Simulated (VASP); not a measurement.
Write the native input for VASP 6.6.1 that does the following.

```
Task                    : density of states
Functional              : PBE
Potentials or basis     : VASP PAW PBE potentials, release 64 (Co)
Cutoff                  : 520 eV
k mesh                  : 21 × 21 × 21
Occupations             : fermi-dirac, width 0.05 eV
Spin                    : no spin polarisation
Dipole correction       : no
k mesh for the DOS      : 32 × 32 × 32
Occupations for the DOS : tetrahedron
Further INCAR settings  : ALGO = Normal; EDIFF = 1e-07
```

Crystal: Co.

```
CELL_PARAMETERS angstrom
-1.38148 1.38148 1.38148
1.38148 -1.38148 1.38148
1.38148 1.38148 -1.38148
ATOMIC_POSITIONS crystal
Co 0.00000 0.00000 0.00000
```

The input as run:

POSCAR

```
Co
1.0
   -1.3814792932      1.3814792932      1.3814792932
    1.3814792932     -1.3814792932      1.3814792932
    1.3814792932      1.3814792932     -1.3814792932
Co
1
Direct
    0.0000000000      0.0000000000      0.0000000000
```

INCAR.step1

```
PREC     = Accurate       # precision mode
ENCUT    = 520            # plane-wave cutoff, eV
EDIFF    = 1E-7           # SCF threshold, eV
ISMEAR   = -1             # smearing method
SIGMA    = 0.05           # smearing width, eV
LREAL    = False          # projectors in reciprocal space
LASPH    = True           # aspherical terms in the spheres
NELM     = 60             # most SCF steps
ALGO     = Normal         # electronic algorithm
ISIF     = 2              # what is computed and relaxed
LWAVE    = False          # write WAVECAR
LCHARG   = True           # write CHGCAR
LMAXMIX  = 4              # l up to which the mixer works
GGA      = PE             # functional
NBANDS   = 10             # bands
```

KPOINTS.step1

```
Automatic mesh
0
Gamma
  21 21 21
```

INCAR.step2

```
PREC     = Accurate       # precision mode
ENCUT    = 520            # plane-wave cutoff, eV
EDIFF    = 1E-7           # SCF threshold, eV
ISMEAR   = -5             # smearing method
SIGMA    = 0.05           # smearing width, eV
LREAL    = False          # projectors in reciprocal space
LASPH    = True           # aspherical terms in the spheres
NELM     = 60             # most SCF steps
ALGO     = Normal         # electronic algorithm
ISIF     = 2              # what is computed and relaxed
LWAVE    = False          # write WAVECAR
LCHARG   = False          # write CHGCAR
LMAXMIX  = 4              # l up to which the mixer works
GGA      = PE             # functional
LORBIT   = 11             # projections on sites
NEDOS    = 1001           # points of the DOS
ICHARG   = 11             # starting density
```

KPOINTS.step2

```
Automatic mesh
0
Gamma
  32 32 32
```

Potentials or basis: VASP PAW PBE potentials, release 64 (Co).

Run with:

```sh
$ cat potpaw_PBE.64/Co/POTCAR > POTCAR
$ cp INCAR.step1 INCAR
$ cp KPOINTS.step1 KPOINTS
$ mpirun -np 1 vasp_std > vasp.out
$ cp INCAR.step2 INCAR
$ cp KPOINTS.step2 KPOINTS
$ mpirun -np 1 vasp_std > vasp.out
```

It gave:

The valence electrons inside the program's atomic spheres are Co 8.33.

Caveat: the run has no spin polarisation, though such a crystal can be magnetic.

Wall time 89 s on 1 thread of AMD EPYC 7R43 64-Core Processor (Zen 3) (shared host), peak memory 0.21 GiB.
